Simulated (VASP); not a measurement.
Input of a VASP 6.6.1 run:

File INCAR:

```
SYSTEM = H3C11
PREC     = Accurate       ! precision mode
ENCUT    = 520            ! plane-wave cutoff, eV
EDIFF    = 1E-6           ! SCF threshold, eV
ISMEAR   = 0              ! smearing method
SIGMA    = 0.05           ! smearing width, eV
LREAL    = .FALSE.        ! projectors in reciprocal space
LASPH    = .TRUE.         ! aspherical terms in the spheres
NELM     = 120            ! most SCF steps
ALGO     = Normal         ! electronic algorithm
ISIF     = 2              ! what is computed and relaxed
LWAVE    = .FALSE.        ! write WAVECAR
LCHARG   = .TRUE.         ! write CHGCAR
LDIPOL   = .TRUE.       
IDIPOL   = 3            
DIPOL    = 0.5 0.5 0.452
GGA      = PE             ! functional
IVDW     = 12             ! dispersion correction
LELF     = .TRUE.         ! ELF
LVHAR    = .TRUE.       
LVACPOTAV= .TRUE.       
NBANDS   = 67             ! bands
GGA_COMPAT= .FALSE.      
NELMDL   = -8
```

File KPOINTS:

```
Automatic mesh
0
G
  5 10 1
  0 0 0
```

File POSCAR:

```
H3C11
1.0
    5.0301999768      0.0000000000      0.0000000000
    0.0000000000      2.5150999884      0.0000000000
    0.0000000000      0.0000000000     29.3504572859
H C
6 22
Direct
    0.2500000000      0.1299113338      0.2896036650
    0.2500000000      0.8700886662      0.2896036650
    0.7500000000      0.8700886662      0.2896036650
    0.7500000000      0.1299113338      0.2896036650
    0.5028267927      0.0000000000      0.6472188985
    0.9971732073      0.0000000000      0.6472188985
    0.2500000000      0.5000000000      0.3120304365
    0.7500000000      0.5000000000      0.3120304365
    0.5000000000      0.5000000000      0.3423271410
    0.0000000000      0.5000000000      0.3423271410
    0.5000000000      0.0000000000      0.3726238454
    0.0000000000      0.0000000000      0.3726238454
    0.7500000000      0.0000000000      0.4029205498
    0.2500000000      0.0000000000      0.4029205498
    0.7500000000      0.5000000000      0.4332172542
    0.2500000000      0.5000000000      0.4332172542
    0.0026791561      0.5000000000      0.4635351977
    0.4973208439      0.5000000000      0.4635351977
    0.0028155142      0.0000000000      0.4938356404
    0.4971844858      0.0000000000      0.4938356404
    0.2500000000      0.0000000000      0.5260474629
    0.7500000000      0.0000000000      0.5223687316
    0.2500000000      0.5000000000      0.5576387042
    0.7500000000      0.5000000000      0.5513767288
    0.5175995509      0.5000000000      0.5851813118
   -0.0175995509      0.5000000000      0.5851813118
    0.5889322786      0.0000000000      0.6127916409
    0.9110677214      0.0000000000      0.6127916409
```

Potentials or basis: VASP PAW PBE potentials, release 64 (H, C).

Launch:

```bash
$ cat potpaw_PBE.64/H/POTCAR potpaw_PBE.64/C/POTCAR > POTCAR
$ mpirun -np 1 vasp_std > vasp.out
```

Predict the band gap on the k mesh.

1.30 eV.

What does it give for the dispersion energy per atom?

-0.142 eV.

Forces in eV/Å, atoms in the order of the input:
```
H     0.000  13.093   0.561
H     0.000 -13.093   0.561
H     0.000 -13.093   0.561
H     0.000  13.093   0.561
H    -0.007   0.000   0.023
H     0.007   0.000   0.023
C     0.000   0.000   0.121
C     0.000   0.000   0.114
C     0.009   0.000  -1.398
C    -0.009   0.000  -1.398
C    -0.019   0.000   0.118
C     0.019   0.000   0.118
C     0.000   0.000   0.041
C     0.000   0.000  -0.061
C     0.000   0.000   0.255
C     0.000   0.000  -0.225
C     0.001   0.000   0.000
C    -0.001   0.000   0.000
C     0.006   0.000  -0.003
C    -0.006   0.000  -0.003
C     0.000   0.000   0.002
C     0.000   0.000   0.007
C     0.000   0.000   0.011
C     0.000   0.000  -0.017
C    -0.033   0.000   0.005
C     0.033   0.000   0.005
C    -0.003   0.000   0.009
C     0.003   0.000   0.009
```
